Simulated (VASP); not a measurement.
# SrCl2 (R-3m) in VASP: notebook, part 2 of 2

VASP 6.6.1. The steps go on from the part before.

## 5. Relaxation of shape and atoms at fixed volume, PBEsol (28.02 Å³/atom)

This run uses another cell than the first one, of 28.02 Å³/atom.

Input file INCAR:

```
ALGO     = Normal         # electronic algorithm
EDIFF    = 1E-6           # SCF threshold, eV
EDIFFG   = -0.01          # ionic threshold
ENCUT    = 600            # plane-wave cutoff, eV
GGA      = PS             # functional
IBRION   = 2              # ionic algorithm
ISIF     = 4              # what is computed and relaxed
ISMEAR   = 0              # smearing method
LASPH    = T              # aspherical terms in the spheres
LCHARG   = F              # write CHGCAR
LREAL    = F              # projectors in reciprocal space
LWAVE    = F              # write WAVECAR
NELM     = 80             # most SCF steps
NSW      = 60             # ionic steps
PREC     = Accurate       # precision mode
SIGMA    = 0.05           # smearing width, eV
```

Input file KPOINTS:

```
k-points
0
Gamma
  8 8 8
```

Input file POSCAR:

```
SrCl2
1.0
    2.4578697825      1.4190517806      4.0165570338
   -2.4578697825      1.4190517806      4.0165570338
    0.0000000000     -2.8381035611      4.0165570338
Sr Cl
1 2
Direct
    0.0000000000      0.0000000000      0.0000000000
    0.2499365507      0.2499365507      0.2499365507
    0.7500634493      0.7500634493      0.7500634493
```

Potentials or basis: VASP PAW PBE potentials, release 64 (Sr_sv, Cl).

Started as:

```bash
cat potpaw_PBE.64/Sr_sv/POTCAR potpaw_PBE.64/Cl/POTCAR > POTCAR
mpirun -np 1 vasp_std > vasp.out
```

OUTCAR:

```text
EDIFF = 1E-6
   EDIFFG = -0.01
   ENCUT = 600
   GGA = PS
   IBRION = 2
   ISIF = 4
   ISMEAR = 0
   LASPH = T
   LREAL = F
   NELM = 80
   NSW = 60
   PREC = Accurate

 ion  position               nearest neighbor table
   1  0.000  0.000  0.000-   3 3.01   2 3.01   3 3.01   3 3.01   2 3.01   2 3.01   3 3.01   2 3.01

   2  0.250  0.250  0.250-   1 3.01   1 3.01   1 3.01   1 3.01
   3  0.750  0.750  0.750-   1 3.01   1 3.01   1 3.01   1 3.01

  LATTYP: Found a trigonal (rhomboedric) cell.
 ALAT       =     4.9180852198
 COS(alpha) =     0.5004768310

  Lattice vectors:

 A1 = (   2.4578697825,   1.4190517806,   4.0165570338)
 A2 = (  -2.4578697825,   1.4190517806,   4.0165570338)
 A3 = (   0.0000000000,  -2.8381035611,   4.0165570338)

Analysis of symmetry for initial positions (statically):
=====================================================================
 Subroutine PRICEL returns:
 Original cell was already a primitive cell.

 Routine SETGRP: Setting up the symmetry group for a
 trigonal (rhombohedral) supercell.

 Subroutine GETGRP returns: Found 12 space group operations
 (whereof 12 operations were pure point group operations)
 out of a pool of 12 trial point group operations.

The static configuration has the point symmetry D_3d.

Analysis of symmetry for dynamics (positions and initial velocities):
=====================================================================
 Subroutine PRICEL returns:
 Original cell was already a primitive cell.

 Routine SETGRP: Setting up the symmetry group for a
 trigonal (rhombohedral) supercell.

 Subroutine GETGRP returns: Found 12 space group operations
 (whereof 12 operations were pure point group operations)
 out of a pool of 12 trial point group operations.

The dynamic configuration has the point symmetry D_3d.

 Subroutine INISYM returns: Found 12 space group operations
 (whereof 12 operations are pure point group operations),
 and found     1 'primitive' translations

----------------------------------------------------------------------------------------

                                     Primitive cell

  volume of cell :      84.0548

  direct lattice vectors                    reciprocal lattice vectors
     2.457869782  1.419051781  4.016557034     0.203428190  0.117449320  0.082989817
    -2.457869782  1.419051781  4.016557034    -0.203428190  0.117449320  0.082989817
     0.000000000 -2.838103561  4.016557034     0.000000000 -0.234898640  0.082989817

  length of vectors
     4.918085220  4.918085220  4.918085220     0.249127840  0.249127840  0.249127840

  position of ions in fractional coordinates (direct lattice)
     0.000000000  0.000000000  0.000000000
     0.249936551  0.249936551  0.249936551
     0.750063449  0.750063449  0.750063449

  ion indices of the primitive-cell ions
   primitive index   ion index
                 1           1
                 2           2
                 3           3

----------------------------------------------------------------------------------------

 KPOINTS: k-points

Automatic generation of k-mesh.
 Grid dimensions read from file:
 generate k-points for:    8    8    8

 Generating k-lattice:

  Cartesian coordinates                     Fractional coordinates (reciprocal lattice)
     0.025428524  0.014681165  0.010373727     0.125000000  0.000000000  0.000000000
    -0.025428524  0.014681165  0.010373727     0.000000000  0.125000000  0.000000000
     0.000000000 -0.029362330  0.010373727     0.000000000  0.000000000  0.125000000

  Length of vectors
     0.031140980  0.031140980  0.031140980

  Shift w.r.t. Gamma in fractional coordinates (k-lattice)
     0.000000000  0.000000000  0.000000000

 Subroutine IBZKPT returns following result:
 ===========================================

 Found     65 irreducible k-points:

 Following reciprocal coordinates:
            Coordinates               Weight
  0.000000  0.000000  0.000000      1.000000
  0.125000 -0.000000  0.000000      6.000000
  0.250000 -0.000000  0.000000      6.000000
  0.375000 -0.000000 -0.000000      6.000000
  0.500000 -0.000000  0.000000      3.000000
  0.125000  0.125000  0.000000      6.000000
[... 16 lines left out ...]
  0.250000  0.125000  0.125000      6.000000
  0.375000  0.125000  0.125000      6.000000
 [... further k-points ...]
   k-points           NKPTS =     65   k-points in BZ     NKDIM =     65   number of bands    NBANDS=     16
   number of dos      NEDOS =    301   number of ions     NIONS =      3
   total plane-waves  NPLWV =  64000
   dimension x,y,z NGX =    40 NGY =   40 NGZ =   40
   dimension x,y,z NGXF=    80 NGYF=   80 NGZF=   80
   ions per type =               1   2
   NGX,Y,Z   is equivalent  to a cutoff of  13.52, 13.52, 13.52 a.u.
   NGXF,Y,Z  is equivalent  to a cutoff of  27.04, 27.04, 27.04 a.u.
 SYSTEM =  unknown system
   PREC   = accura    normal or accurate (medium, high low for compatibility)
   ISTART =      0    job   : 0-new  1-cont  2-samecut
   ICHARG =      2    charge: 1-file 2-atom 10-const
   ISPIN  =      1    spin polarized calculation?
   LNONCOLLINEAR =      F non collinear calculations
   LSORBIT =      F    spin-orbit coupling
   LASPH  =      T    aspherical Exc in radial PAW
   ENCUT  =  600.0 eV  44.10 Ry    6.64 a.u.   9.82  9.82  9.82*2*pi/ulx,y,z
   NELM   =     80;   NELMIN=  2; NELMDL= -5     # of ELM steps
   EDIFF  = 0.1E-05   stopping-criterion for ELM
   LREAL  =      F    real-space projection
   EDIFFG = -.1E-01   stopping-criterion for IOM
   NSW    =     60    number of steps for IOM
   IBRION =      2    ionic relax: 0-MD 1-quasi-New 2-CG
   NFREE  =      1    steps in history (QN), initial steepest desc. (CG)
   ISIF   =      4    stress and relaxation
   ISYM   =      2    0-nonsym 1-usesym 2-fastsym
   POTIM  = 0.5000    time-step for ionic-motion
   TEBEG  =    0.0;   TEEND  =   0.0 temperature during run
   PSTRESS=    0.0 pullay stress
   NELECT =      24.0000    total number of electrons
   NUPDOWN=      -1.0000    fix difference up-down
   EMIN   =  10.00;   EMAX   =-10.00  energy-range for DOS
   EFERMI =   0.00;   METHOD = LEGACY
   ISMEAR =     0;   SIGMA  =   0.05  broadening in eV -4-tet -1-fermi 0-gaus
   EFERMI_NEDOS =   21; number of points for ismear=-14 and -15
   IALGO  =     38    algorithm
   IMIX   =      4    mixing-type and parameters
     AMIX     =   0.40;   BMIX     =  1.00
     AMIX_MAG =   1.60;   BMIX_MAG =  1.00
  volume/ion in A,a.u.               =      28.02       189.08
  Fermi-wavevector in a.u.,A,eV,Ry     =   1.078014  2.037151 15.811529  1.162115
  Thomas-Fermi vector in A             =   2.213941
   LORBIT       =      0    0 simple, 1 ext, 2 COOP (PROOUT), +10 PAW based schemes
   GGA     = PS    functional components
   LHFCALC =     F    Hartree Fock is set to
   AEXX    =    0.0000 exact exchange contribution
   IVDW    =     0    specifies the selected vdW correction
   LEPSILON=     F    determine dielectric tensor
   LRPA    =     F    only Hartree local field effects (RPA)
 conjugate gradient relaxation of ions
 non-spin polarized calculation
 Gauss-broadening in eV      SIGMA  =   0.05
  energy-cutoff  :      600.00
  volume of cell :       84.05
 maximum number of plane-waves:      2826
   NGX = 19   NGY = 19   NGZ = 19

 number of electron      24.0000003 magnetization

 Free energy of the ion-electron system (eV)
  ---------------------------------------------------
  ext. energy  EPLUGINS =         0.00000000
  ---------------------------------------------------
  free energy    TOTEN  =       -13.34080563 eV

  energy without entropy =      -13.34080563  energy(sigma->0) =      -13.34080563

 E-fermi :   0.4473     XC(G=0):  -8.5352

 val. band max:        0.1491321221   @ k =   0.5000   0.5000   0.0000
 cond. band min:       5.3191548787   @ k =   0.0000   0.0000   0.0000
 fundamental gap:      5.1700227566
 Fermi energy:         0.4473257359

 k-point     1 :       0.0000    0.0000    0.0000
  band No.  band energies     occupation
      1     -32.6195      2.00000
      2     -14.6404      2.00000
      3     -14.6404      2.00000
      4     -14.6404      2.00000
      5     -13.1790      2.00000
      6     -12.2903      2.00000
[... 8 lines left out ...]
     15       6.1182      0.00000
     16       9.0373      0.00000
[... 419 lines left out ...]
 k-point    24 :       0.3750    0.1250    0.1250
  band No.  band energies     occupation
      1     -32.6170      2.00000
      2     -14.8621      2.00000
      3     -14.6837      2.00000
      4     -14.6496      2.00000
      5     -12.7642      2.00000
      6     -12.4258      2.00000
[... 8 lines left out ...]
     15       6.7893      0.00000
     16       8.0698      0.00000

 [... further k-points ...]
[... 5 lines left out ...]
  --------------------------------------------------------------------------------------
  -------------------------------------------------------------------------------------
  Total       -0.2919298     -0.2919298     -0.2968991      0.0000000     -0.0000000     -0.0000000
  in kB       -5.5645070     -5.5645070     -5.6592280      0.0000000     -0.0000000     -0.0000000
  external PRESSURE =      -5.5960807 kB  Pullay stress =       0.0000000 kB

 VOLUME and BASIS-vectors are now :
 -----------------------------------------------------------------------------
  energy-cutoff  :      600.00
  volume of cell :       84.05
      direct lattice vectors                 reciprocal lattice vectors
     2.457869782  1.419051781  4.016557034     0.203428190  0.117449320  0.082989817
    -2.457869782  1.419051781  4.016557034    -0.203428190  0.117449320  0.082989817
     0.000000000 -2.838103561  4.016557034     0.000000000 -0.234898640  0.082989817

 POSITION                                       TOTAL-FORCE (eV/Angst)
 -----------------------------------------------------------------------------------
      0.00000      0.00000      0.00000         0.000000     -0.000000     -0.000000
      0.00000      0.00000      3.01165         0.000000      0.000000      0.001143
      0.00000      0.00000      9.03802         0.000000     -0.000000     -0.001143
 -----------------------------------------------------------------------------------
    total drift:                                0.000000      0.000000     -0.000000

  FREE ENERGIE OF THE ION-ELECTRON SYSTEM (eV)
  ---------------------------------------------------
  free  energy   TOTEN  =       -13.3408056292 eV

  energy  without entropy=      -13.3408056292  energy(sigma->0) =      -13.34080563

 reached required accuracy - stopping structural energy minimisation
```

Run time: 2.3 min. Hardware: 1 thread of Intel Xeon 8259CL, shared host; peak memory 0.3 GiB.

What came out:

* Free energy: -13.3408 eV
* Pressure after relaxing: -0.6 GPa
* Band gap on the k mesh: 5.17 eV (least direct gap 5.35 eV)

Final structure:
```yaml
crystal:
  lattice:
    - [2.45787, 1.41905, 4.01656]
    - [-2.45787, 1.41905, 4.01656]
    - [0.00000, -2.83810, 4.01656]
  atoms:
    - { symbol: Sr, position: [0.00000, 0.00000, 0.00000] }
    - { symbol: Cl, position: [0.24994, 0.24994, 0.24994] }
    - { symbol: Cl, position: [0.75006, 0.75006, 0.75006] }
```

Caveat: the relaxation stopped at its first step, so nothing moved; the PAW data sets were made with another functional, which shifts forces and pressure a little.

## 6. Overview

```tsv
task	cell	gap on the mesh (eV)	pressure (GPa)
relaxation of shape and atoms at fixed volume	relaxed from a = 4.820 Å, angles 60.0°, 3 atoms	5.30	1.9
relaxation of shape and atoms at fixed volume	relaxed from a = 4.853 Å, angles 60.0°, 3 atoms	5.32	1.0
relaxation of cell and atoms	relaxed from a = 4.886 Å, angles 60.0°, 3 atoms	5.23	0.0
relaxation of shape and atoms at fixed volume	relaxed from a = 4.918 Å, angles 60.0°, 3 atoms	5.17	-0.6
```

Alike in all rows: level PBEsol; potentials or basis VASP PAW PBE potentials, release 64 (Sr_sv, Cl); no spin polarisation; k mesh 8 × 8 × 8; cutoff (eV) 600; smearing gaussian 0.05 eV.

Caveats: the PAW data sets were made with another functional, which shifts forces and pressure a little; the relaxation stopped at its first step, so nothing moved (at least some runs).

Absolute energies hang on the potentials; compare differences alone.
